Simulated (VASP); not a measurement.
Write the native input for VASP 6.6.1 that does the following.

```
Task                   : single point
Functional             : LDA
Potentials or basis    : VASP PAW LDA potentials, release 64 (In_d, As)
Cutoff                 : 520 eV
k mesh                 : 6 × 6 × 6
Occupations            : gaussian, width 0.05 eV
Spin                   : no spin polarisation
Dipole correction      : no
Further INCAR settings : ALGO = Normal; EDIFF = 1e-06; NBANDS = 16
```

The structure of InAs lies in POSCAR:

```
InAs
1.0
    0.0000000000      2.8389360000      2.9555903031
    2.8389360000      0.0000000000      2.9555903031
    2.8389360000      2.8389360000      0.0000000000
In As
1 1
Direct
    0.5000000000      0.5000000000      0.5000000000
    0.0000000000      0.0000000000      0.0000000000
```

The input as run:

INCAR

```
SYSTEM = InAs
PREC = Accurate ; ENCUT = 520
EDIFF = 1E-6 ; ISMEAR = 0
SIGMA = 0.05 ; LREAL = .False.
LASPH = .True. ; NELM = 60
ALGO = Normal ; ISIF = 2
LWAVE = .False. ; LCHARG = .False.
NBANDS = 16
```

KPOINTS

```
Automatic mesh
0
Gamma
  6 6 6
  0 0 0
```

Potentials or basis: VASP PAW LDA potentials, release 64 (In_d, As).

The run is started by

```sh
$ cat potpaw_LDA.64/In_d/POTCAR potpaw_LDA.64/As/POTCAR > POTCAR
$ mpirun -np 1 vasp_std > vasp.out
```

It gave:

```
Pressure               : -4.8 GPa
Band gap on the k mesh : zero (band 9 reaches 6.15 eV, above the bottom of band 10 at 3.63 eV)
```

Caveat: spin-orbit coupling is left out, which moves the levels of the heavy elements.

Run time: 34 s on 1 thread of Intel Xeon 8259CL, on a shared host, peak memory 0.16 GiB.
